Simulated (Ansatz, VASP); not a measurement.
**Two plane-wave programs on ZnS**

INCAR

```
SYSTEM = ZnS
ALGO = Normal
EDIFF = 1E-6
ENCUT = 500
GGA = PE
GGA_COMPAT = .FALSE.
ISIF = 2
ISMEAR = 0
LASPH = .TRUE.
LCHARG = .TRUE.
LELF = .TRUE.
LREAL = .FALSE.
LVHAR = .TRUE.
LWAVE = .FALSE.
NBANDS = 16
NELM = 120
PREC = Accurate
SIGMA = 0.05
```

File KPOINTS:

```
k-points
0
G
  6 6 6
  0 0 0
```

The input POSCAR:

```
ZnS
1.0
    0.0000000000      2.7705884718      2.7705884718
    2.7705884718      0.0000000000      2.7705884718
    2.7705884718      2.7705884718      0.0000000000
Zn S
1 1
Direct
    0.0000000000      0.0000000000      0.0000000000
    0.2500000000      0.2500000000      0.2500000000
```

Input for Ansatz:

```yaml
crystal:
  lattice:
    - [0.0, 2.7705884718, 2.7705884718]
    - [2.7705884718, 0.0, 2.7705884718]
    - [2.7705884718, 2.7705884718, 0.0]
  atoms:
    - { symbol: Zn, position: [0.0, 0.0, 0.0] }
    - { symbol: S, position: [0.25, 0.25, 0.25] }
basis:
  ecutwfc: 420
kpoints:
  mp_grid: { grid: [6, 6, 6] }
hamiltonian:
  xc: pbe
scf:
  occupations: { method: gaussian, width: 0.05 }
output:
  forces: true
  stress: true
  eigenvalues: true
```

Alike in both runs: task single point; functional PBE; k mesh 6 × 6 × 6; occupations gaussian, width 0.05 eV; no spin polarisation.

|  | VASP | Ansatz |
| --- | --- | --- |
| version | VASP 6.6.1 | Ansatz 0.2.0 |
| potentials or method | VASP PAW PBE potentials, release 64 (Zn, S), cutoff 500 eV | scalar-relativistic, plane waves, PAW |
| valence electrons in the cell | 18 | 18 |

Ansatz gave:

- gap on the k mesh at the Fermi level (eV): 1.79
- least direct gap on the mesh (eV): 1.79
- pressure (GPa): -3.3

Question: Estimate VASP's values.

Answer: gap on the k mesh at the Fermi level (eV): 1.79; least direct gap on the mesh (eV): 1.79; pressure (GPa): -3.2.
